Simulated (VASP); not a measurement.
# C (C2/m) in VASP: notebook

Runs on C. Level: PBE+D3(BJ). Tasks: single point.

Program: VASP 6.6.1. These are calculated values, not measurements. Logs are shortened: lines on timing, memory, paths and dates and some standing lists are left out, and cuts for length are marked.

## (1) The cell of the first run

The structure is monoclinic, space group C2/m (No. 12). The conventional cell has a = 4.269 Å, b = 2.466 Å, c = 3.942 Å, α = 90.00°, β = 120.47°, γ = 90.00°. Within 1.9 Å of C (site symmetry m) lie 3 C at 1.42 Å.

## (2) Single point, PBE+D3(BJ) (strain -0.0400 x Voigt [0, 0, 0, 1, 0, 0])

INCAR reads:

```
SYSTEM = C
ALGO = Normal
EDIFF = 1E-6
ENCUT = 520
GGA = PE
ISIF = 2
ISMEAR = 0
IVDW = 12
LASPH = .True.
LCHARG = .True.
LELF = .True.
LREAL = .False.
LVHAR = .True.
LWAVE = .False.
NBANDS = 16
NELM = 60
PREC = Accurate
SIGMA = 0.15
```

KPOINTS reads:

```
k-points
0
Gamma
  22 22 8
  0 0 0
```

POSCAR reads:

```
C
1.0
    1.2327689981     -2.1341461166      0.0426829223
    1.2327689981      2.1341461166     -0.0426829223
    0.0000000000     -0.1359796737      6.7989836842
C
4
Direct
    0.0833101797      0.9166898203      0.7500000000
    0.5833101797      0.4166898203      0.2500000000
    0.9166898203      0.0833101797      0.2500000000
    0.4166898203      0.5833101797      0.7500000000
```

Potentials or basis: VASP PAW PBE potentials, release 64 (C).

Command:

```bash
> cat potpaw_PBE.64/C/POTCAR > POTCAR
> mpirun -np 1 vasp_std > vasp.out
```

OUTCAR:

```text
SYSTEM = C
   EDIFF = 1E-6
   ENCUT = 520
   GGA = PE
   ISIF = 2
   ISMEAR = 0
   IVDW = 12
   LASPH = .True.
   LREAL = .False.
   NELM = 60
   PREC = Accurate
 IVDW          = 12

 ion  position               nearest neighbor table
   1  0.083  0.917  0.750-   4 1.42   4 1.42   4 1.42
   2  0.583  0.417  0.250-   3 1.42   3 1.42   3 1.42
   3  0.917  0.083  0.250-   2 1.42   2 1.42   2 1.42
   4  0.417  0.583  0.750-   1 1.42   1 1.42   1 1.42

  LATTYP: Found a base centered monoclinic cell.
 ALAT       =     4.2691458063
 B/A-ratio  =     0.5775248980
 C/A-ratio  =     1.5929049167
 COS(beta)  =    -0.0399840064

  Lattice vectors:

 A1 = (   1.2327689981,   2.1341461166,  -0.0426829223)
 A2 = (  -1.2327689981,   2.1341461166,  -0.0426829223)
 A3 = (   0.0000000000,  -0.1359796737,   6.7989836842)

Analysis of symmetry for initial positions (statically):
=====================================================================
 Subroutine PRICEL returns following result:

  LATTYP: Found a base centered monoclinic cell.
 ALAT       =     4.2691458063
 B/A-ratio  =     0.5775248980
 C/A-ratio  =     0.9233044775
 COS(beta)  =    -0.5070425317

  Lattice vectors:

 A1 = (  -1.2327689981,  -2.1341461166,   0.0426829223)
 A2 = (   1.2327689981,  -2.1341461166,   0.0426829223)
 A3 = (   0.0000000000,   2.0661562797,   3.3568089198)

   2 primitive cells build up your supercell.

 Routine SETGRP: Setting up the symmetry group for a
 base centered monoclinic supercell.

 Subroutine GETGRP returns: Found  4 space group operations
 (whereof  4 operations were pure point group operations)
 out of a pool of  4 trial point group operations.

The static configuration has the point symmetry C_2h.

Analysis of symmetry for dynamics (positions and initial velocities):
=====================================================================
 Subroutine PRICEL returns following result:

  LATTYP: Found a base centered monoclinic cell.
 ALAT       =     4.2691458063
 B/A-ratio  =     0.5775248980
 C/A-ratio  =     0.9233044775
 COS(beta)  =    -0.5070425317

  Lattice vectors:

 A1 = (  -1.2327689981,  -2.1341461166,   0.0426829223)
 A2 = (   1.2327689981,  -2.1341461166,   0.0426829223)
 A3 = (   0.0000000000,   2.0661562797,   3.3568089198)

   2 primitive cells build up your supercell.

 Routine SETGRP: Setting up the symmetry group for a
 base centered monoclinic supercell.

 Subroutine GETGRP returns: Found  4 space group operations
 (whereof  4 operations were pure point group operations)
 out of a pool of  4 trial point group operations.

The dynamic configuration has the point symmetry C_2h.

 Subroutine INISYM returns: Found  4 space group operations
 (whereof  4 operations are pure point group operations),
 and found     2 'primitive' translations

----------------------------------------------------------------------------------------

                                     Primitive cell

  volume of cell :      17.8804

  direct lattice vectors                    reciprocal lattice vectors
    -1.232768998 -2.134146117  0.042682922    -0.405590991 -0.231436698  0.142452072
     1.232768998 -2.134146117  0.042682922     0.405590991 -0.231436698  0.142452072
     0.000000000  2.066156280  3.356808920    -0.000000000  0.005885586  0.294279324

  length of vectors
     2.464978881  2.464978881  3.941721438     0.488220841  0.488220841  0.294338174

  position of ions in fractional coordinates (direct lattice)
     0.833310180  0.833310180  0.500000000
     0.166689820  0.166689820  0.500000000

  ion indices of the primitive-cell ions
   primitive index   ion index
                 1           1
                 2           4

----------------------------------------------------------------------------------------

 KPOINTS: k-points

Automatic generation of k-mesh.
 Grid dimensions read from file:
 generate k-points for:   22   22    8

 Generating k-lattice:

  Cartesian coordinates                     Fractional coordinates (reciprocal lattice)
     0.018435954 -0.010653613 -0.000213072     0.045454545 -0.000000000  0.000000000
     0.018435954  0.010653613  0.000213072    -0.000000000  0.045454545 -0.000000000
     0.000000000  0.000367849  0.018392458     0.000000000 -0.000000000  0.125000000

  Length of vectors
     0.021293879  0.021293879  0.018396136

  Shift w.r.t. Gamma in fractional coordinates (k-lattice)
     0.000000000  0.000000000  0.000000000

 Subroutine IBZKPT returns following result:
 ===========================================

 Found   1025 irreducible k-points:

 Following reciprocal coordinates:
            Coordinates               Weight
  0.000000  0.000000  0.000000      1.000000
  0.045455  0.000000 -0.000000      4.000000
  0.090909  0.000000 -0.000000      4.000000
  0.136364  0.000000 -0.000000      4.000000
  0.181818  0.000000 -0.000000      4.000000
  0.227273  0.000000 -0.000000      4.000000
[... 16 lines left out ...]
  0.500000  0.045455 -0.000000      4.000000
 -0.454545  0.045455  0.000000      4.000000
 [... further k-points ...]
   k-points           NKPTS =   1025   k-points in BZ     NKDIM =   1025   number of bands    NBANDS=     16
   number of dos      NEDOS =    301   number of ions     NIONS =      4
   total plane-waves  NPLWV =  17496
   dimension x,y,z NGX =    18 NGY =   18 NGZ =   54
   dimension x,y,z NGXF=    36 NGYF=   36 NGZF=  108
   ions per type =               4
   NGX,Y,Z   is equivalent  to a cutoff of  12.14, 12.14, 13.20 a.u.
   NGXF,Y,Z  is equivalent  to a cutoff of  24.28, 24.28, 26.40 a.u.
 SYSTEM =  C
   PREC   = accura    normal or accurate (medium, high low for compatibility)
   ISTART =      0    job   : 0-new  1-cont  2-samecut
   ICHARG =      2    charge: 1-file 2-atom 10-const
   ISPIN  =      1    spin polarized calculation?
   LNONCOLLINEAR =      F non collinear calculations
   LSORBIT =      F    spin-orbit coupling
   LASPH  =      T    aspherical Exc in radial PAW
   ENCUT  =  520.0 eV  38.22 Ry    6.18 a.u.   4.58  4.58 12.64*2*pi/ulx,y,z
   NELM   =     60;   NELMIN=  2; NELMDL= -5     # of ELM steps
   EDIFF  = 0.1E-05   stopping-criterion for ELM
   LREAL  =      F    real-space projection
   EDIFFG = 0.1E-04   stopping-criterion for IOM
   NSW    =      0    number of steps for IOM
   IBRION =     -1    ionic relax: 0-MD 1-quasi-New 2-CG
   NFREE  =      0    steps in history (QN), initial steepest desc. (CG)
   ISIF   =      2    stress and relaxation
   ISYM   =      2    0-nonsym 1-usesym 2-fastsym
   POTIM  = 0.5000    time-step for ionic-motion
   TEBEG  =    0.0;   TEEND  =   0.0 temperature during run
   PSTRESS=    0.0 pullay stress
   NELECT =      16.0000    total number of electrons
   NUPDOWN=      -1.0000    fix difference up-down
   EMIN   =  10.00;   EMAX   =-10.00  energy-range for DOS
   EFERMI =   0.00;   METHOD = LEGACY
   ISMEAR =     0;   SIGMA  =   0.15  broadening in eV -4-tet -1-fermi 0-gaus
   EFERMI_NEDOS =   21; number of points for ismear=-14 and -15
   IALGO  =     38    algorithm
   IMIX   =      4    mixing-type and parameters
     AMIX     =   0.40;   BMIX     =  1.00
     AMIX_MAG =   1.60;   BMIX_MAG =  1.00
  volume/ion in A,a.u.               =       8.94        60.33
  Fermi-wavevector in a.u.,A,eV,Ry     =   1.252121  2.366165 21.331292  1.567806
  Thomas-Fermi vector in A             =   2.386036
   LORBIT       =      0    0 simple, 1 ext, 2 COOP (PROOUT), +10 PAW based schemes
   GGA     = PE    functional components
   LHFCALC =     F    Hartree Fock is set to
   AEXX    =    0.0000 exact exchange contribution
   IVDW    =    12    specifies the selected vdW correction
   LEPSILON=     F    determine dielectric tensor
   LRPA    =     F    only Hartree local field effects (RPA)
 non-spin polarized calculation
 Gauss-broadening in eV      SIGMA  =   0.15
  energy-cutoff  :      520.00
  volume of cell :       35.76
 maximum number of plane-waves:       986
   NGX =  9   NGY =  9   NGZ = 25

 number of electron      15.9999996 magnetization

 Free energy of the ion-electron system (eV)
  ---------------------------------------------------
  ext. energy  EPLUGINS =         0.00000000
  ---------------------------------------------------
  free energy    TOTEN  =       -36.84950399 eV

  energy without entropy =      -36.84888999  energy(sigma->0) =      -36.84919699

 E-fermi :   4.5313     XC(G=0): -10.2343

 val. band max:        4.4944857158   @ k =   0.3182   0.3182   0.1250
 cond. band min:       4.6122542352   @ k =   0.3182   0.3182   0.2500
 fundamental gap:      0.1177685193
 Fermi energy:         4.5312564243

 k-point     1 :       0.0000    0.0000    0.0000
  band No.  band energies     occupation
      1     -15.0691      2.00000
      2     -14.7968      2.00000
      3      -3.8920      2.00000
      4      -2.0461      2.00000
      5       1.5396      2.00000
      6       1.5572      2.00000
[... 8 lines left out ...]
     15      15.9617      0.00000
     16      16.0961      0.00000

 k-point     2 :       0.0455    0.0000   -0.0000
  band No.  band energies     occupation
      1     -15.0198      2.00000
      2     -14.7483      2.00000
      3      -3.8321      2.00000
      4      -1.9900      2.00000
      5       1.3423      2.00000
      6       1.3680      2.00000
[... 8 lines left out ...]
     15      15.7791      0.00000
     16      15.9352      0.00000

 k-point     3 :       0.0909    0.0000   -0.0000
  band No.  band energies     occupation
      1     -14.8721      2.00000
      2     -14.6031      2.00000
      3      -3.6527      2.00000
      4      -1.8223      2.00000
      5       0.7710      2.00000
      6       0.8061      2.00000
[... 8 lines left out ...]
     15      15.2511      0.00000
     16      15.4705      0.00000
[... 362 lines left out ...]
 k-point    23 :       0.5000    0.0455   -0.0000
  band No.  band energies     occupation
      1      -9.9171      2.00000
      2      -9.7849      2.00000
      3      -8.4599      2.00000
      4      -8.3433      2.00000
      5      -1.9830      2.00000
      6      -1.9586      2.00000
[... 8 lines left out ...]
     15      18.4590      0.00000
     16      19.3570      0.00000

 k-point    24 :      -0.4545    0.0455    0.0000
  band No.  band energies     occupation
      1     -10.7365      2.00000
      2     -10.5440      2.00000
      3      -7.5426      2.00000
      4      -7.3956      2.00000
      5      -1.8854      2.00000
      6      -1.8616      2.00000
[... 8 lines left out ...]
     15      18.0085      0.00000
     16      19.9617      0.00000

 [... further k-points ...]

------------------------ aborting loop because EDIFF is reached ----------------------------------------

 Edisp (eV)   -0.61598

 E8    (eV) :    -0.1742

  FORCE on cell =-STRESS in cart. coord.  units (eV):
  Direction    XX          YY          ZZ          XY          YZ          ZX
  --------------------------------------------------------------------------------------
  -------------------------------------------------------------------------------------
  Total       0.14848     0.10016    -0.01663     0.00000    -0.02201     0.00000
  in kB       6.65236     4.48748    -0.74524     0.00000    -0.98593     0.00000
  external pressure =        3.46 kB  Pullay stress =        0.00 kB

 VOLUME and BASIS-vectors are now :
 -----------------------------------------------------------------------------
  energy-cutoff  :      520.00
  volume of cell :       35.76
      direct lattice vectors                 reciprocal lattice vectors
     1.232768998 -2.134146117  0.042682922     0.405590991 -0.234379491 -0.004687590
     1.232768998  2.134146117 -0.042682922     0.405590991  0.234379491  0.004687590
     0.000000000 -0.135979674  6.798983684     0.000000000  0.002942793  0.147139662

 POSITION                                       TOTAL-FORCE (eV/Angst)
 -----------------------------------------------------------------------------------
      1.23277      1.67657      5.06367         0.000000     -0.007719      0.004363
      1.23277     -0.38959      1.70686         0.000000     -0.007719      0.004363
      1.23277     -1.81255      1.73532         0.000000      0.007719     -0.004363
      1.23277      0.25361      5.09213         0.000000      0.007719     -0.004363
 -----------------------------------------------------------------------------------
    total drift:                                0.000000     -0.000000      0.000000

  FREE ENERGIE OF THE ION-ELECTRON SYSTEM (eV)
  ---------------------------------------------------
  free  energy   TOTEN  =       -37.4654806185 eV

  energy  without entropy=      -37.4648666218  energy(sigma->0) =      -37.46517362
```

Run time: 5.3 min. Hardware: 1 thread of Intel Xeon Platinum 8488C (Sapphire Rapids), shared host; peak memory 0.49 GiB.

Results:

| Quantity | Value |
| --- | --- |
| Free energy | -37.4655 eV |
| Pressure | 0.3 GPa |
| Largest force | 0.009 eV/Å |
| Band gap on the k mesh | zero (band 8 reaches 4.47 eV, above the bottom of band 9 at 4.45 eV) |
| Dispersion energy per atom | -0.154 eV |

Forces in eV/Å, atoms in the order of the input:
```
C    0.000 -0.008  0.004
C    0.000 -0.008  0.004
C    0.000  0.008 -0.004
C    0.000  0.008 -0.004
```

Stress tensor (GPa, compression positive):
```
 0.67  0.00  0.00
 0.00  0.45 -0.10
 0.00 -0.10 -0.07
```

Caveat: the cell differs from its parent crystal (strain -0.0400 x Voigt [0, 0, 0, 1, 0, 0]).

## (3) Single point, PBE+D3(BJ) (strain +0.0300 x Voigt [0, 0, 0, 1, 0, 0])

INCAR reads:

```
PREC     = Accurate       # precision mode
ENCUT    = 520            # plane-wave cutoff, eV
EDIFF    = 1E-6           # SCF threshold, eV
ISMEAR   = 0              # smearing method
SIGMA    = 0.15           # smearing width, eV
LREAL    = F              # projectors in reciprocal space
LASPH    = T              # aspherical terms in the spheres
NELM     = 60             # most SCF steps
ALGO     = Normal         # electronic algorithm
ISIF     = 2              # what is computed and relaxed
LWAVE    = F              # write WAVECAR
LCHARG   = T              # write CHGCAR
GGA      = PE             # functional
IVDW     = 12             # dispersion correction
LELF     = T              # ELF
LVHAR    = T            
NBANDS   = 16             # bands
```

KPOINTS reads:

```
Automatic mesh
0
Gamma
  22 22 8
```

POSCAR reads:

```
C
1.0
    1.2327689981     -2.1341461166     -0.0320121917
    1.2327689981      2.1341461166      0.0320121917
    0.0000000000      0.1019847553      6.7989836842
C
4
Direct
    0.0833101797      0.9166898203      0.7500000000
    0.5833101797      0.4166898203      0.2500000000
    0.9166898203      0.0833101797      0.2500000000
    0.4166898203      0.5833101797      0.7500000000
```

Potentials or basis: VASP PAW PBE potentials, release 64 (C).

Command:

```bash
> cat potpaw_PBE.64/C/POTCAR > POTCAR
> mpirun -np 1 vasp_std > vasp.out
```

It took 5.3 min on 1 thread of Intel Xeon Platinum 8488C (Sapphire Rapids), shared host; peak memory 0.5 GiB.

It converged, with:

```yaml
Free_energy: -37.4653 eV
Pressure: 0.4 GPa
Largest_force: 0.008 eV/Å
Band_gap_on_the_k_mesh: zero (band 8 reaches 4.47 eV, above the bottom of band 9 at 4.44 eV)
Dispersion_energy_per_atom: -0.154 eV
```

Forces in eV/Å, atoms in the order of the input:
```
C    0.000 -0.007 -0.003
C    0.000 -0.007 -0.003
C    0.000  0.007  0.003
C    0.000  0.007  0.003
```

Stress tensor (GPa, compression positive):
```
 0.69  0.00  0.00
 0.00  0.54  0.08
 0.00  0.08 -0.08
```

Levels at points of the mesh, in eV from the Fermi level:
```
           k point  band 4  band 5  band 6  band 7  band 8  band 9  band 10  band 11  band 12  band 13
(0.00, 0.00, 0.00)   -6.58   -2.99   -2.97   -2.96   -2.96    4.22     8.34     8.37     8.40     8.43
(0.50, 0.00, 0.00)  -13.17   -6.35   -6.35   -2.40   -2.40    1.90     1.90     7.45     7.45    11.32
(0.50, 0.50, 0.00)  -13.10   -6.38   -6.33   -2.94   -1.61    1.05     2.48     7.25     7.61    11.21
(0.00, 0.00, 0.50)   -7.59   -2.97   -2.97   -2.97   -2.97    6.76     6.76     8.38     8.38     8.38
(0.50, 0.00, 0.50)  -13.17   -6.35   -6.34   -2.37   -2.27    1.65     1.74     7.40     7.48    12.40
(0.50, 0.50, 0.50)  -13.18   -6.36   -6.36   -2.32   -2.32    1.71     1.71     7.43     7.43    12.55
```

Caveat: the cell differs from its parent crystal (strain +0.0300 x Voigt [0, 0, 0, 1, 0, 0]).

## (4) Single point, PBE+D3(BJ) (strain -0.0200 x Voigt [0, 0, 0, 1, 0, 0])

Changes to INCAR since step 3:

```diff
@@ -2,3 +2,3 @@
 ENCUT    = 520            # plane-wave cutoff, eV
-EDIFF    = 1E-6           # SCF threshold, eV
+EDIFF    = 1E-7           # SCF threshold, eV
 ISMEAR   = 0              # smearing method
@@ -7,3 +7,3 @@
 LASPH    = T              # aspherical terms in the spheres
-NELM     = 60             # most SCF steps
+NELM     = 80             # most SCF steps
 ALGO     = Normal         # electronic algorithm
```

KPOINTS reads:

```
regular mesh
0
Gamma
  22 22 8
```

POSCAR reads:

```
C
1.0
    1.2327689981     -2.1341461166      0.0213414612
    1.2327689981      2.1341461166     -0.0213414612
    0.0000000000     -0.0679898368      6.7989836842
C
4
Direct
    0.0833101797      0.9166898203      0.7500000000
    0.5833101797      0.4166898203      0.2500000000
    0.9166898203      0.0833101797      0.2500000000
    0.4166898203      0.5833101797      0.7500000000
```

Command:

```bash
> cat potpaw_PBE.64/C/POTCAR > POTCAR
> mpirun -np 1 vasp_std > vasp.out
```

Wall time 5.8 min (1 thread of Intel Xeon Platinum 8488C (Sapphire Rapids), shared host); peak memory 0.49 GiB.

Results (log left out):

```yaml
Free_energy: -37.4652 eV
Pressure: 0.4 GPa
Largest_force: 0.007 eV/Å
Band_gap_on_the_k_mesh: zero (band 8 reaches 4.47 eV, above the bottom of band 9 at 4.44 eV)
Dispersion_energy_per_atom: -0.154 eV
```

Forces on the atoms (eV/Å):
```
C    0.000 -0.006  0.002
C    0.000 -0.006  0.002
C    0.000  0.006 -0.002
C    0.000  0.006 -0.002
```

Stress tensor (GPa, compression positive):
```
 0.71  0.00  0.00
 0.00  0.61 -0.05
 0.00 -0.05 -0.06
```

Levels at points of the mesh, in eV from the Fermi level:
| k point | band 4 | band 5 | band 6 | band 7 | band 8 | band 9 | band 10 | band 11 | band 12 | band 13 |
| --- | --- | --- | --- | --- | --- | --- | --- | --- | --- | --- |
| (0.00, 0.00, 0.00) | -6.58 | -2.99 | -2.97 | -2.96 | -2.96 | 4.22 | 8.34 | 8.37 | 8.40 | 8.43 |
| (0.50, 0.00, 0.00) | -13.17 | -6.35 | -6.35 | -2.40 | -2.40 | 1.90 | 1.90 | 7.45 | 7.45 | 11.32 |
| (0.50, 0.50, 0.00) | -13.10 | -6.38 | -6.33 | -2.94 | -1.61 | 1.04 | 2.49 | 7.25 | 7.61 | 11.20 |
| (0.00, 0.00, 0.50) | -7.59 | -2.97 | -2.97 | -2.97 | -2.97 | 6.76 | 6.76 | 8.39 | 8.39 | 8.39 |
| (0.50, 0.00, 0.50) | -13.17 | -6.35 | -6.34 | -2.35 | -2.28 | 1.66 | 1.72 | 7.42 | 7.47 | 12.44 |
| (0.50, 0.50, 0.50) | -13.18 | -6.36 | -6.36 | -2.32 | -2.32 | 1.71 | 1.71 | 7.43 | 7.43 | 12.59 |

Caveat: the cell differs from its parent crystal (strain -0.0200 x Voigt [0, 0, 0, 1, 0, 0]).

(Part 1 of 2 ends here.)
